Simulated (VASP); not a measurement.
# K2Re2PbF8 (R-3m) in VASP: single point with r2SCAN

Aim: the single point of K2Re2PbF8 with r2SCAN.

All numbers are computed with VASP 6.6.1; they aren't measurements. Logs are shortened: lines on timing, memory, paths and dates and some standing lists are left out, and cuts for length are marked.

**1. The cell of the first run**

It takes space group R-3m (No. 166, trigonal). The conventional cell has a = 5.580 Å, b = 5.580 Å, c = 20.970 Å, α = 90.00°, β = 90.00°, γ = 120.00°. Re (site symmetry 3m) has 4 F at 1.81 to 2.01 Å within 2.4 Å. Within 2.9 Å of K (site symmetry 3m) lie 4 F at 2.22 to 2.37 Å. F (site symmetry 3m) has 1 Re at 1.81 Å and 1 K at 2.22 Å within 2.4 Å. F (site symmetry m) has 1 Re at 2.01 Å and 1 K at 2.37 Å and 2 F at 2.41 Å and 1 Pb at 2.66 Å within 2.7 Å. Within 3.5 Å of Pb (site symmetry -3m) lie 12 F at 2.66 to 3.49 Å and 6 Re at 3.26 Å and 2 K at 3.43 Å.

**2. Single point, r2SCAN**

POSCAR reads:

```
K2Re2PbF8
1.0
    5.5801653697      0.0000002916      0.0000001344
   -2.7900829373      4.8325648217      0.0000010874
   -2.7900829373      1.6108531734      6.9901213677
Re K F Pb
2 2 8 1
Direct
    0.3557244623      0.6442755377      0.0671733868
    0.6442755377      0.3557244623      0.9328266132
    0.1637441932      0.8362558068      0.4912325795
    0.8362558068      0.1637441932      0.5087674205
    0.2695436677      0.7304563323      0.8086310031
    0.7304563323      0.2695436677      0.1913689969
    0.2812986934      0.7187013066      0.2753581032
    0.2812986934      0.2872392836      0.2753581032
    0.7127607164      0.7187013066      0.2753581032
    0.7187013066      0.2812986934      0.7246418968
    0.2872392836      0.2812986934      0.7246418968
    0.7187013066      0.7127607164      0.7246418968
    0.0000000000      0.0000000000      0.0000000000
```

INCAR.step1 reads:

```
PREC     = Accurate       # precision mode
ENCUT    = 520            # plane-wave cutoff, eV
ISMEAR   = -1             # smearing method
SIGMA    = 0.1            # smearing width, eV
LREAL    = False          # projectors in reciprocal space
LASPH    = True           # aspherical terms in the spheres
NELM     = 100            # most SCF steps
NBANDS   = 63             # bands
GGA      = PE             # functional
ALGO     = Normal         # electronic algorithm
EDIFF    = 1E-4           # SCF threshold, eV
LWAVE    = True           # write WAVECAR
LCHARG   = False          # write CHGCAR
```

INCAR.step2 reads:

```
PREC     = Accurate       # precision mode
ENCUT    = 520            # plane-wave cutoff, eV
EDIFF    = 1E-6           # SCF threshold, eV
ISMEAR   = -1             # smearing method
SIGMA    = 0.1            # smearing width, eV
LREAL    = False          # projectors in reciprocal space
LASPH    = True           # aspherical terms in the spheres
NELM     = 100            # most SCF steps
ALGO     = Normal         # electronic algorithm
ISIF     = 2              # what is computed and relaxed
LWAVE    = False          # write WAVECAR
LCHARG   = True           # write CHGCAR
METAGGA  = R2SCAN         # meta-GGA
LMIXTAU  = True         
LELF     = True           # ELF
LVHAR    = True         
NBANDS   = 63             # bands
ISTART   = 1
```

KPOINTS reads:

```
regular mesh
0
Gamma
  5 5 5
```

Potentials or basis: VASP PAW PBE potentials, release 64 (Re, K_sv, F, Pb_d).

Launch:

```sh
cat potpaw_PBE.64/Re/POTCAR potpaw_PBE.64/K_sv/POTCAR potpaw_PBE.64/F/POTCAR potpaw_PBE.64/Pb_d/POTCAR > POTCAR
cp INCAR.step1 INCAR
mpirun -np 1 vasp_std > vasp.out
cp INCAR.step2 INCAR
mpirun -np 1 vasp_std > vasp.out
```

OUTCAR:

```text
PREC = Accurate
   ENCUT = 520
   EDIFF = 1E-6
   ISMEAR = -1
   LREAL = False
   LASPH = True
   NELM = 100
   ISIF = 2
   METAGGA = R2SCAN
   ISTART = 1

 ion  position               nearest neighbor table
   1  0.356  0.644  0.067-   5 1.81   8 2.01   9 2.01   7 2.01  13 3.26  13 3.26  13 3.26   2 3.36
                             2 3.36   2 3.36
   2  0.644  0.356  0.933-   6 1.81  12 2.01  11 2.01  10 2.01  13 3.26  13 3.26  13 3.26   1 3.36
                             1 3.36   1 3.36
   3  0.164  0.836  0.491-   5 2.22   7 2.37   8 2.37   9 2.37   4 3.22   4 3.22   4 3.22  13 3.43

   4  0.836  0.164  0.509-   6 2.22  10 2.37  12 2.37  11 2.37   3 3.22   3 3.22   3 3.22  13 3.43

   5  0.270  0.730  0.809-   1 1.81   3 2.22
   6  0.730  0.270  0.191-   2 1.81   4 2.22
   7  0.281  0.719  0.275-   1 2.01   3 2.37  13 2.66
   8  0.281  0.287  0.275-   1 2.01   3 2.37  13 2.66
   9  0.713  0.719  0.275-   1 2.01   3 2.37  13 2.66
  10  0.719  0.281  0.725-   2 2.01   4 2.37  13 2.66
  11  0.287  0.281  0.725-   2 2.01   4 2.37  13 2.66
  12  0.719  0.713  0.725-   2 2.01   4 2.37  13 2.66
  13  0.000  0.000  0.000-   9 2.66  11 2.66  10 2.66   7 2.66   8 2.66  12 2.66   2 3.26   1 3.26
                             2 3.26   1 3.26   1 3.26   2 3.26   3 3.43   4 3.43

  LATTYP: Found a trigonal (rhomboedric) cell.
 ALAT       =     7.6968310023
 COS(alpha) =     0.7371909953

  Lattice vectors:

 A1 = (   0.0000000000,  -3.2217116483,   6.9901202803)
 A2 = (   2.7900824324,   1.6108534650,   6.9901215021)
 A3 = (  -2.7900829373,   1.6108531734,   6.9901213677)

Analysis of symmetry for initial positions (statically):
=====================================================================
 Subroutine PRICEL returns:
 Original cell was already a primitive cell.

 Routine SETGRP: Setting up the symmetry group for a
 trigonal (rhombohedral) supercell.

 Subroutine GETGRP returns: Found 12 space group operations
 (whereof 12 operations were pure point group operations)
 out of a pool of 12 trial point group operations.

The static configuration has the point symmetry D_3d.

Analysis of symmetry for dynamics (positions and initial velocities):
=====================================================================
 Subroutine PRICEL returns:
 Original cell was already a primitive cell.

 Routine SETGRP: Setting up the symmetry group for a
 trigonal (rhombohedral) supercell.

 Subroutine GETGRP returns: Found 12 space group operations
 (whereof 12 operations were pure point group operations)
 out of a pool of 12 trial point group operations.

The dynamic configuration has the point symmetry D_3d.

 Subroutine INISYM returns: Found 12 space group operations
 (whereof 12 operations are pure point group operations),
 and found     1 'primitive' translations

----------------------------------------------------------------------------------------

                                     Primitive cell

  volume of cell :     188.4992

  direct lattice vectors                    reciprocal lattice vectors
     5.580165370  0.000000292  0.000000134     0.179206152  0.103464722  0.047686375
    -2.790082937  4.832564822  0.000001087    -0.000000010  0.206929459 -0.047686297
    -2.790082937  1.610853173  6.990121368    -0.000000003 -0.000000034  0.143059039

  length of vectors
     5.580165370  5.580165370  7.696831002     0.212352970  0.212352970  0.143059039

  position of ions in fractional coordinates (direct lattice)
     0.355724462  0.644275538  0.067173387
     0.644275538  0.355724462  0.932826613
     0.163744193  0.836255807  0.491232580
     0.836255807  0.163744193  0.508767421
     0.269543668  0.730456332  0.808631003
     0.730456332  0.269543668  0.191368997
     0.281298693  0.718701307  0.275358103
     0.281298693  0.287239284  0.275358103
     0.712760716  0.718701307  0.275358103
     0.718701307  0.281298693  0.724641897
     0.287239284  0.281298693  0.724641897
     0.718701307  0.712760716  0.724641897
     0.000000000  0.000000000  0.000000000

  ion indices of the primitive-cell ions
   primitive index   ion index
                 1           1
                 2           2
                 3           3
                 4           4
                 5           5
                 6           6
                 7           7
                 8           8
                 9           9
                10          10
                11          11
                12          12
                13          13

----------------------------------------------------------------------------------------

 KPOINTS: regular mesh

Automatic generation of k-mesh.
 Grid dimensions read from file:
 generate k-points for:    5    5    5

 Generating k-lattice:

  Cartesian coordinates                     Fractional coordinates (reciprocal lattice)
     0.035841230  0.020692944  0.009537275     0.200000000  0.000000000 -0.000000000
    -0.000000002  0.041385892 -0.009537259    -0.000000000  0.200000000 -0.000000000
    -0.000000001 -0.000000007  0.028611808     0.000000000  0.000000000  0.200000000

  Length of vectors
     0.042470594  0.042470594  0.028611808

  Shift w.r.t. Gamma in fractional coordinates (k-lattice)
     0.000000000  0.000000000  0.000000000

 Subroutine IBZKPT returns following result:
 ===========================================

 Found     19 irreducible k-points:

 Following reciprocal coordinates:
            Coordinates               Weight
  0.000000  0.000000  0.000000      1.000000
  0.200000 -0.000000 -0.000000      6.000000
  0.400000 -0.000000 -0.000000      6.000000
  0.200000  0.200000 -0.000000      6.000000
  0.400000  0.200000 -0.000000     12.000000
 -0.400000  0.200000  0.000000     12.000000
[... 11 lines left out ...]
 -0.000000  0.000000  0.400000      2.000000
  0.200000 -0.000000  0.400000      6.000000
   k-points           NKPTS =     19   k-points in BZ     NKDIM =     19   number of bands    NBANDS=     63
   number of dos      NEDOS =    301   number of ions     NIONS =     13
   total plane-waves  NPLWV = 105840
   dimension x,y,z NGX =    42 NGY =   42 NGZ =   60
   dimension x,y,z NGXF=    84 NGYF=   84 NGZF=  120
   ions per type =               2   2   8   1
   NGX,Y,Z   is equivalent  to a cutoff of  12.51, 12.51, 12.96 a.u.
   NGXF,Y,Z  is equivalent  to a cutoff of  25.03, 25.03, 25.92 a.u.
 SYSTEM =  unknown system
   PREC   = accura    normal or accurate (medium, high low for compatibility)
   ISTART =      1    job   : 0-new  1-cont  2-samecut
   ICHARG =      0    charge: 1-file 2-atom 10-const
   ISPIN  =      1    spin polarized calculation?
   LNONCOLLINEAR =      F non collinear calculations
   LSORBIT =      F    spin-orbit coupling
   LASPH  =      T    aspherical Exc in radial PAW
   ENCUT  =  520.0 eV  38.22 Ry    6.18 a.u.  10.38 10.38 14.31*2*pi/ulx,y,z
   NELM   =    100;   NELMIN=  2; NELMDL=  0     # of ELM steps
   EDIFF  = 0.1E-05   stopping-criterion for ELM
   LREAL  =      F    real-space projection
   EDIFFG = 0.1E-04   stopping-criterion for IOM
   NSW    =      0    number of steps for IOM
   IBRION =     -1    ionic relax: 0-MD 1-quasi-New 2-CG
   NFREE  =      0    steps in history (QN), initial steepest desc. (CG)
   ISIF   =      2    stress and relaxation
   ISYM   =      2    0-nonsym 1-usesym 2-fastsym
   POTIM  = 0.5000    time-step for ionic-motion
   TEBEG  =    0.0;   TEEND  =   0.0 temperature during run
   PSTRESS=    0.0 pullay stress
   NELECT =     102.0000    total number of electrons
   NUPDOWN=      -1.0000    fix difference up-down
   EMIN   =  10.00;   EMAX   =-10.00  energy-range for DOS
   EFERMI =   0.00;   METHOD = LEGACY
   ISMEAR =    -1;   SIGMA  =   0.10  broadening in eV -4-tet -1-fermi 0-gaus
   EFERMI_NEDOS =   21; number of points for ismear=-14 and -15
   IALGO  =     38    algorithm
   IMIX   =      4    mixing-type and parameters
     AMIX     =   0.40;   BMIX     =  1.00
     AMIX_MAG =   1.60;   BMIX_MAG =  1.00
  volume/ion in A,a.u.               =      14.50        97.85
  Fermi-wavevector in a.u.,A,eV,Ry     =   1.334049  2.520987 24.214103  1.779686
  Thomas-Fermi vector in A             =   2.462860
   LORBIT       =      0    0 simple, 1 ext, 2 COOP (PROOUT), +10 PAW based schemes
   METAGGA = R2SCAN    functional components
   LHFCALC =     F    Hartree Fock is set to
   AEXX    =    0.0000 exact exchange contribution
   IVDW    =     0    specifies the selected vdW correction
   LEPSILON=     F    determine dielectric tensor
   LRPA    =     F    only Hartree local field effects (RPA)
 non-spin polarized calculation
  energy-cutoff  :      520.00
  volume of cell :      188.50
 maximum number of plane-waves:      5125
 NGX is ok and might be reduce to    42
   NGX = 21   NGY = 21   NGZ = 29

 number of electron     102.0000053 magnetization

 Free energy of the ion-electron system (eV)
  ---------------------------------------------------
  ext. energy  EPLUGINS =         0.00000000
  ---------------------------------------------------
  free energy    TOTEN  =      -221.20552315 eV

  energy without entropy =     -221.04479841  energy(sigma->0) =     -221.12516078

 E-fermi :   3.2794     XC(G=0): -10.7655

 val. band max:        3.2770356893   @ k =  -0.4000   0.0000   0.2000
 cond. band min:       3.2822592280   @ k =   0.4000   0.0000   0.2000
 fundamental gap:      0.0052235388
 Fermi energy:         3.2793949309

 k-point     1 :       0.0000    0.0000    0.0000
  band No.  band energies     occupation
      1     -27.9737      2.00000
      2     -27.7837      2.00000
      3     -24.1523      2.00000
      4     -24.0978      2.00000
      5     -22.5671      2.00000
      6     -22.5217      2.00000
[... 1243 lines left out ...]
     62      10.2930      0.00000
     63      10.6120      0.00000

------------------------ aborting loop because EDIFF is reached ----------------------------------------

  FORCE on cell =-STRESS in cart. coord.  units (eV):
  Direction    XX          YY          ZZ          XY          YZ          ZX
  --------------------------------------------------------------------------------------
  -------------------------------------------------------------------------------------
  Total       -1.5410021     -1.5410021     22.6686492     -0.0000000     -0.0000058     -0.0000006
  in kB      -13.0979804    -13.0979804    192.6756161     -0.0000000     -0.0000492     -0.0000050
  external PRESSURE =      55.4932184 kB  Pullay stress =       0.0000000 kB

 VOLUME and BASIS-vectors are now :
 -----------------------------------------------------------------------------
  energy-cutoff  :      520.00
  volume of cell :      188.50
      direct lattice vectors                 reciprocal lattice vectors
     5.580165370  0.000000292  0.000000134     0.179206152  0.103464722  0.047686375
    -2.790082937  4.832564822  0.000001087    -0.000000010  0.206929459 -0.047686297
    -2.790082937  1.610853173  6.990121368    -0.000000003 -0.000000034  0.143059039

 POSITION                                       TOTAL-FORCE (eV/Angst)
 -----------------------------------------------------------------------------------
     -0.00000      3.22171      0.46955        -0.000000     -0.000000      0.014807
     -0.00000      3.22171      6.52057         0.000000      0.000000     -0.014807
     -2.79008      4.83256      3.43378        -0.000000     -0.000000      0.000685
      2.79008      1.61085      3.55635         0.000000      0.000000     -0.000685
     -2.79008      4.83256      5.65243         0.000000      0.000000     -0.490523
      2.79008      1.61085      1.33769        -0.000000     -0.000000      0.490523
     -1.20381      3.91673      1.92479        -0.140645      0.081201      0.150837
     -0.00000      1.83166      1.92479         0.000000     -0.162402      0.150837
      1.20381      3.91673      1.92479         0.140645      0.081201      0.150837
      1.20381      2.52669      5.06534         0.140645     -0.081201     -0.150837
     -1.20381      2.52669      5.06534        -0.140645     -0.081201     -0.150837
     -0.00000      4.61175      5.06534        -0.000000      0.162402     -0.150837
      0.00000      0.00000      0.00000        -0.000000      0.000000      0.000000
 -----------------------------------------------------------------------------------
    total drift:                                0.000000      0.000000     -0.000000

  FREE ENERGIE OF THE ION-ELECTRON SYSTEM (eV)
  ---------------------------------------------------
  free  energy   TOTEN  =      -221.2055231481 eV

  energy  without entropy=     -221.0447984145  energy(sigma->0) =     -221.12516078
```

Wall time 13 min (1 thread of Intel Xeon Platinum 8559C (Emerald Rapids), shared host); peak memory 0.48 GiB.

Results:

| Quantity | Value |
| --- | --- |
| Free energy | -221.2055 eV |
| Pressure | 5.5 GPa |
| Largest force | 0.491 eV/Å |

Forces in eV/Å, atoms in the order of the input:
```
Re   0.000  0.000  0.015
Re   0.000  0.000 -0.015
K    0.000  0.000  0.001
K    0.000  0.000 -0.001
F    0.000  0.000 -0.491
F    0.000  0.000  0.491
F   -0.141  0.081  0.151
F    0.000 -0.162  0.151
F    0.141  0.081  0.151
F    0.141 -0.081 -0.151
F   -0.141 -0.081 -0.151
F    0.000  0.162 -0.151
Pb   0.000  0.000  0.000
```

Levels at points of the mesh, in eV from the Fermi level:
```
           k point  band 49  band 50  band 51  band 52  band 53  band 54
(0.00, 0.00, 0.00)    -1.37    -0.68    -0.68     0.92     0.92     1.26
```

Caveat: the cell stands under pressure; the PAW data sets were made with another functional, which shifts forces and pressure a little; spin-orbit coupling is left out, which moves the levels of the heavy elements.
